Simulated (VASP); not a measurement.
# Al3BiO (Pm-3m) in VASP: notebook

Runs on Al3BiO. Level: PBE. Tasks: single point.

Everything below comes from runs of VASP 6.6.1. Logs are shortened: lines on timing, memory, paths and dates and some standing lists are left out, and cuts for length are marked.

### Step 1. The cell of the first run

It takes space group Pm-3m (No. 221, cubic). Conventional cell: a = 4.502 Å, b = 4.502 Å, c = 4.502 Å, α = 90.00°, β = 90.00°, γ = 90.00°. Al (site symmetry 4/mmm) has 2 O at 2.25 Å within 3.0 Å. Bi (site symmetry m-3m) has 12 Al at 3.18 Å and 8 O at 3.90 Å within 4.2 Å. Within 3.0 Å of O (site symmetry m-3m) lie 6 Al at 2.25 Å.

### Step 2. Single point, PBE

Input file INCAR:

```
SYSTEM = Al3BiO
ALGO = Normal
EDIFF = 1E-6
ENCUT = 520
GGA = PE
ISIF = 2
ISMEAR = 0
LASPH = .TRUE.
LCHARG = .FALSE.
LREAL = .FALSE.
LWAVE = .FALSE.
NBANDS = 23
NELM = 100
PREC = Accurate
SIGMA = 0.1
```

Input file KPOINTS:

```
k-points
0
G
  4 4 4
  0 0 0
```

Input file POSCAR:

```
Al3BiO
1.0
    4.5015607128      0.0000000000      0.0000000000
    0.0000000000      4.5015607128      0.0000000000
    0.0000000000      0.0000000000      4.5015607128
Al Bi O
3 1 1
Direct
    0.5000000000      0.5000000000      0.0000000000
    0.5000000000      0.0000000000      0.5000000000
    0.0000000000      0.5000000000      0.5000000000
    0.0000000000      0.0000000000      0.0000000000
    0.5000000000      0.5000000000      0.5000000000
```

Potentials or basis: VASP PAW PBE potentials, release 64 (Al, Bi_d, O).

On the command line:

```
$ cat potpaw_PBE.64/Al/POTCAR potpaw_PBE.64/Bi_d/POTCAR potpaw_PBE.64/O/POTCAR > POTCAR
$ mpirun -np 1 vasp_std > vasp.out
```

OUTCAR:

```text
SYSTEM = Al3BiO
   EDIFF = 1E-6
   ENCUT = 520
   GGA = PE
   ISIF = 2
   ISMEAR = 0
   LASPH = .TRUE.
   LREAL = .FALSE.
   NELM = 100
   PREC = Accurate

 ion  position               nearest neighbor table
   1  0.500  0.500  0.000-   5 2.25   5 2.25   4 3.18   2 3.18   2 3.18   3 3.18   3 3.18   2 3.18
                             4 3.18   2 3.18   3 3.18   4 3.18   3 3.18   4 3.18
   2  0.500  0.000  0.500-   5 2.25   5 2.25   4 3.18   1 3.18   1 3.18   4 3.18   1 3.18   3 3.18
                             3 3.18   1 3.18   3 3.18   4 3.18   4 3.18   3 3.18
   3  0.000  0.500  0.500-   5 2.25   5 2.25   4 3.18   1 3.18   1 3.18   4 3.18   2 3.18   4 3.18
                             4 3.18   1 3.18   2 3.18   2 3.18   1 3.18   2 3.18
   4  0.000  0.000  0.000-   1 3.18   2 3.18   3 3.18   2 3.18   3 3.18   1 3.18   3 3.18   3 3.18
                             1 3.18   2 3.18   2 3.18   1 3.18
   5  0.500  0.500  0.500-   1 2.25   2 2.25   3 2.25   1 2.25   2 2.25   3 2.25

  LATTYP: Found a simple cubic cell.
 ALAT       =     4.5015607128

  Lattice vectors:

 A1 = (   4.5015607128,   0.0000000000,   0.0000000000)
 A2 = (   0.0000000000,   4.5015607128,   0.0000000000)
 A3 = (   0.0000000000,   0.0000000000,   4.5015607128)

Analysis of symmetry for initial positions (statically):
=====================================================================
 Subroutine PRICEL returns:
 Original cell was already a primitive cell.

 Routine SETGRP: Setting up the symmetry group for a
 simple cubic supercell.

 Subroutine GETGRP returns: Found 48 space group operations
 (whereof 48 operations were pure point group operations)
 out of a pool of 48 trial point group operations.

The static configuration has the point symmetry O_h .

Analysis of symmetry for dynamics (positions and initial velocities):
=====================================================================
 Subroutine PRICEL returns:
 Original cell was already a primitive cell.

 Routine SETGRP: Setting up the symmetry group for a
 simple cubic supercell.

 Subroutine GETGRP returns: Found 48 space group operations
 (whereof 48 operations were pure point group operations)
 out of a pool of 48 trial point group operations.

The dynamic configuration has the point symmetry O_h .

 Subroutine INISYM returns: Found 48 space group operations
 (whereof 48 operations are pure point group operations),
 and found     1 'primitive' translations

----------------------------------------------------------------------------------------

                                     Primitive cell

  volume of cell :      91.2198

  direct lattice vectors                    reciprocal lattice vectors
     4.501560713  0.000000000  0.000000000     0.222145177  0.000000000  0.000000000
     0.000000000  4.501560713  0.000000000     0.000000000  0.222145177  0.000000000
     0.000000000  0.000000000  4.501560713     0.000000000  0.000000000  0.222145177

  length of vectors
     4.501560713  4.501560713  4.501560713     0.222145177  0.222145177  0.222145177

  position of ions in fractional coordinates (direct lattice)
     0.500000000  0.500000000  0.000000000
     0.500000000  0.000000000  0.500000000
     0.000000000  0.500000000  0.500000000
     0.000000000  0.000000000  0.000000000
     0.500000000  0.500000000  0.500000000

  ion indices of the primitive-cell ions
   primitive index   ion index
                 1           1
                 2           2
                 3           3
                 4           4
                 5           5

----------------------------------------------------------------------------------------

 KPOINTS: k-points

Automatic generation of k-mesh.
 Grid dimensions read from file:
 generate k-points for:    4    4    4

 Generating k-lattice:

  Cartesian coordinates                     Fractional coordinates (reciprocal lattice)
     0.055536294  0.000000000  0.000000000     0.250000000  0.000000000  0.000000000
     0.000000000  0.055536294  0.000000000     0.000000000  0.250000000  0.000000000
     0.000000000  0.000000000  0.055536294     0.000000000  0.000000000  0.250000000

  Length of vectors
     0.055536294  0.055536294  0.055536294

  Shift w.r.t. Gamma in fractional coordinates (k-lattice)
     0.000000000  0.000000000  0.000000000

 Subroutine IBZKPT returns following result:
 ===========================================

 Found     10 irreducible k-points:

 Following reciprocal coordinates:
            Coordinates               Weight
  0.000000  0.000000  0.000000      1.000000
  0.250000  0.000000  0.000000      6.000000
  0.500000  0.000000  0.000000      3.000000
  0.250000  0.250000  0.000000     12.000000
  0.500000  0.250000  0.000000     12.000000
  0.500000  0.500000  0.000000      3.000000
  0.250000  0.250000  0.250000      8.000000
  0.500000  0.250000  0.250000     12.000000
  0.500000  0.500000  0.250000      6.000000
  0.500000  0.500000  0.500000      1.000000
   k-points           NKPTS =     10   k-points in BZ     NKDIM =     10   number of bands    NBANDS=     23
   number of dos      NEDOS =    301   number of ions     NIONS =      5
   total plane-waves  NPLWV =  46656
   dimension x,y,z NGX =    36 NGY =   36 NGZ =   36
   dimension x,y,z NGXF=    72 NGYF=   72 NGZF=   72
   ions per type =               3   1   1
   NGX,Y,Z   is equivalent  to a cutoff of  13.30, 13.30, 13.30 a.u.
   NGXF,Y,Z  is equivalent  to a cutoff of  26.59, 26.59, 26.59 a.u.
 SYSTEM =  Al3BiO
   PREC   = accura    normal or accurate (medium, high low for compatibility)
   ISTART =      0    job   : 0-new  1-cont  2-samecut
   ICHARG =      2    charge: 1-file 2-atom 10-const
   ISPIN  =      1    spin polarized calculation?
   LNONCOLLINEAR =      F non collinear calculations
   LSORBIT =      F    spin-orbit coupling
   LASPH  =      T    aspherical Exc in radial PAW
   ENCUT  =  520.0 eV  38.22 Ry    6.18 a.u.   8.37  8.37  8.37*2*pi/ulx,y,z
   NELM   =    100;   NELMIN=  2; NELMDL= -5     # of ELM steps
   EDIFF  = 0.1E-05   stopping-criterion for ELM
   LREAL  =      F    real-space projection
   EDIFFG = 0.1E-04   stopping-criterion for IOM
   NSW    =      0    number of steps for IOM
   IBRION =     -1    ionic relax: 0-MD 1-quasi-New 2-CG
   NFREE  =      0    steps in history (QN), initial steepest desc. (CG)
   ISIF   =      2    stress and relaxation
   ISYM   =      2    0-nonsym 1-usesym 2-fastsym
   POTIM  = 0.5000    time-step for ionic-motion
   TEBEG  =    0.0;   TEEND  =   0.0 temperature during run
   PSTRESS=    0.0 pullay stress
   NELECT =      30.0000    total number of electrons
   NUPDOWN=      -1.0000    fix difference up-down
   EMIN   =  10.00;   EMAX   =-10.00  energy-range for DOS
   EFERMI =   0.00;   METHOD = LEGACY
   ISMEAR =     0;   SIGMA  =   0.10  broadening in eV -4-tet -1-fermi 0-gaus
   EFERMI_NEDOS =   21; number of points for ismear=-14 and -15
   IALGO  =     38    algorithm
   IMIX   =      4    mixing-type and parameters
     AMIX     =   0.40;   BMIX     =  1.00
     AMIX_MAG =   1.60;   BMIX_MAG =  1.00
  volume/ion in A,a.u.               =      18.24       123.12
  Fermi-wavevector in a.u.,A,eV,Ry     =   1.130018  2.135425 17.373841  1.276941
  Thomas-Fermi vector in A             =   2.266713
   LORBIT       =      0    0 simple, 1 ext, 2 COOP (PROOUT), +10 PAW based schemes
   GGA     = PE    functional components
   LHFCALC =     F    Hartree Fock is set to
   AEXX    =    0.0000 exact exchange contribution
   IVDW    =     0    specifies the selected vdW correction
   LEPSILON=     F    determine dielectric tensor
   LRPA    =     F    only Hartree local field effects (RPA)
 non-spin polarized calculation
 Gauss-broadening in eV      SIGMA  =   0.10
  energy-cutoff  :      520.00
  volume of cell :       91.22
 maximum number of plane-waves:      2517
 NGX is ok and might be reduce to    36
   NGX = 17   NGY = 17   NGZ = 17

 number of electron      30.0000006 magnetization

 Free energy of the ion-electron system (eV)
  ---------------------------------------------------
  ext. energy  EPLUGINS =         0.00000000
  ---------------------------------------------------
  free energy    TOTEN  =       -21.46450684 eV

  energy without entropy =      -21.44256394  energy(sigma->0) =      -21.45353539

 E-fermi :   7.3218     XC(G=0): -10.2258

 val. band max:        7.3052704172   @ k =   0.5000   0.5000   0.2500
 cond. band min:       7.8444534791   @ k =   0.5000   0.2500   0.2500
 fundamental gap:      0.5391830618
 Fermi energy:         7.3217637285

 k-point     1 :       0.0000    0.0000    0.0000
  band No.  band energies     occupation
      1     -15.1976      2.00000
      2     -15.1976      2.00000
      3     -15.1959      2.00000
      4     -15.1959      2.00000
      5     -15.1959      2.00000
      6     -11.9259      2.00000
[... 15 lines left out ...]
     22      12.4365      0.00000
     23      13.4560      0.00000

 k-point     2 :       0.2500    0.0000    0.0000
  band No.  band energies     occupation
      1     -15.1977      2.00000
      2     -15.1977      2.00000
      3     -15.1972      2.00000
      4     -15.1957      2.00000
      5     -15.1914      2.00000
      6     -11.9007      2.00000
[... 15 lines left out ...]
     22      12.5237      0.00000
     23      12.7931      0.00000

 k-point     3 :       0.5000    0.0000    0.0000
  band No.  band energies     occupation
      1     -15.1996      2.00000
      2     -15.1996      2.00000
      3     -15.1968      2.00000
      4     -15.1955      2.00000
      5     -15.1852      2.00000
      6     -11.8753      2.00000
[... 15 lines left out ...]
     22      12.5234      0.00000
     23      12.6976      0.00000
[... 131 lines left out ...]
 k-point     9 :       0.5000    0.5000    0.2500
  band No.  band energies     occupation
      1     -15.2048      2.00000
      2     -15.2017      2.00000
      3     -15.2017      2.00000
      4     -15.1845      2.00000
      5     -15.1784      2.00000
      6     -11.8146      2.00000
[... 15 lines left out ...]
     22      14.4118      0.00000
     23      14.5405      0.00000

 k-point    10 :       0.5000    0.5000    0.5000
  band No.  band energies     occupation
      1     -15.2042      2.00000
      2     -15.2042      2.00000
      3     -15.2042      2.00000
      4     -15.1783      2.00000
      5     -15.1783      2.00000
      6     -11.7973      2.00000
[... 15 lines left out ...]
     22      14.9463      0.00000
     23      15.1086      0.00000

------------------------ aborting loop because EDIFF is reached ----------------------------------------

  FORCE on cell =-STRESS in cart. coord.  units (eV):
  Direction    XX          YY          ZZ          XY          YZ          ZX
  --------------------------------------------------------------------------------------
  -------------------------------------------------------------------------------------
  Total       -0.1657863     -0.1657863     -0.1657863      0.0000000     -0.0000000      0.0000000
  in kB       -2.9118553     -2.9118553     -2.9118553      0.0000000     -0.0000000      0.0000000
  external PRESSURE =      -2.9118553 kB  Pullay stress =       0.0000000 kB

 VOLUME and BASIS-vectors are now :
 -----------------------------------------------------------------------------
  energy-cutoff  :      520.00
  volume of cell :       91.22
      direct lattice vectors                 reciprocal lattice vectors
     4.501560713  0.000000000  0.000000000     0.222145177  0.000000000  0.000000000
     0.000000000  4.501560713  0.000000000     0.000000000  0.222145177  0.000000000
     0.000000000  0.000000000  4.501560713     0.000000000  0.000000000  0.222145177

 POSITION                                       TOTAL-FORCE (eV/Angst)
 -----------------------------------------------------------------------------------
      2.25078      2.25078      0.00000         0.000000      0.000000      0.000000
      2.25078      0.00000      2.25078         0.000000      0.000000      0.000000
      0.00000      2.25078      2.25078         0.000000      0.000000      0.000000
      0.00000      0.00000      0.00000         0.000000      0.000000      0.000000
      2.25078      2.25078      2.25078         0.000000      0.000000      0.000000
 -----------------------------------------------------------------------------------
    total drift:                                0.000000      0.000000      0.000000

  FREE ENERGIE OF THE ION-ELECTRON SYSTEM (eV)
  ---------------------------------------------------
  free  energy   TOTEN  =       -21.4645068432 eV

  energy  without entropy=      -21.4425639404  energy(sigma->0) =      -21.45353539
```

Wall time 15 s (1 thread of Intel Xeon Platinum 8559C (Emerald Rapids), shared host); peak memory 0.2 GiB.

Results:

| Item | Value |
| --- | --- |
| Free energy | -21.4645 eV |
| Pressure | -0.3 GPa |
| Band gap on the k mesh | zero (band 15 reaches 7.31 eV, above the bottom of band 16 at 5.71 eV) |

Levels at points of the mesh, in eV from the Fermi level:
| k point | band 13 | band 14 | band 15 | band 16 | band 17 | band 18 |
| --- | --- | --- | --- | --- | --- | --- |
| (0.00, 0.00, 0.00) | -1.95 | -1.61 | -1.61 | -1.61 | 3.72 | 3.72 |
| (0.50, 0.00, 0.00) | -1.92 | -0.92 | -0.17 | 0.61 | 2.07 | 2.07 |
| (0.50, 0.50, 0.00) | -3.08 | -0.71 | -0.19 | 1.13 | 1.13 | 2.34 |
| (0.50, 0.50, 0.50) | -4.59 | -0.34 | -0.34 | -0.34 | 1.32 | 7.09 |

Caveat: spin-orbit coupling is left out, which moves the levels of the heavy elements.

(Continued in part 2 of 2.)
